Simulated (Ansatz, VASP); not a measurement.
**Ca in VASP and in Ansatz**

File INCAR:

```
SYSTEM = Ca
PREC     = Accurate       ! precision mode
ENCUT    = 520            ! plane-wave cutoff, eV
EDIFF    = 1E-6           ! SCF threshold, eV
ISMEAR   = -1             ! smearing method
SIGMA    = 0.1            ! smearing width, eV
LREAL    = .FALSE.        ! projectors in reciprocal space
LASPH    = .TRUE.         ! aspherical terms in the spheres
NELM     = 80             ! most SCF steps
ALGO     = Normal         ! electronic algorithm
ISIF     = 2              ! what is computed and relaxed
LWAVE    = .FALSE.        ! write WAVECAR
LCHARG   = .FALSE.        ! write CHGCAR
GGA      = PE             ! functional
NBANDS   = 11             ! bands
```

File KPOINTS:

```
Automatic mesh
0
G
  17 17 17
  0 0 0
```

File POSCAR:

```
Ca
1.0
   -2.1007498480      2.1007498480      2.1007498480
    2.1007498480     -2.1007498480      2.1007498480
    2.1007498480      2.1007498480     -2.1007498480
Ca
1
Direct
    0.0000000000      0.0000000000      0.0000000000
```

Input for Ansatz:

```yaml
crystal:
  lattice:
    - [-2.100749848, 2.100749848, 2.100749848]
    - [2.100749848, -2.100749848, 2.100749848]
    - [2.100749848, 2.100749848, -2.100749848]
  atoms:
    - { symbol: Ca, position: [0.0, 0.0, 0.0] }
hamiltonian:
  xc: pbe
  pseudopotentials:
    kind: paw
    azcp:
      Ca: "pseudopotentials/Ca.paw.azcp"
basis:
  ecutwfc: 420
  fft_grid_basis: typed
kpoints:
  mp_grid: { grid: [17, 17, 17], shift: [0, 0, 0] }
magnetization:
  spin_polarized: false
scf:
  occupations: { method: fermi_dirac, width: 0.1 }
output:
  stress: true
```

Alike in both runs: task single point; functional PBE; k mesh 17 × 17 × 17; occupations fermi-dirac, width 0.1 eV; no spin polarisation.

|  | VASP | Ansatz |
| --- | --- | --- |
| version | VASP 6.6.1 | Ansatz 0.2.0 |
| potentials or method | VASP PAW PBE potentials, release 64 (Ca_sv), cutoff 520 eV | plane waves (420 eV) with PAW, scalar-relativistic |
| valence electrons in the cell | 10 | 10 |

|  | VASP | Ansatz | Ansatz less VASP |
| --- | --- | --- | --- |
| pressure (GPa) | 2.6 | 2.6 | -0.02 |

With one functional, cell and mesh, what is left measures potentials, basis and numerics.
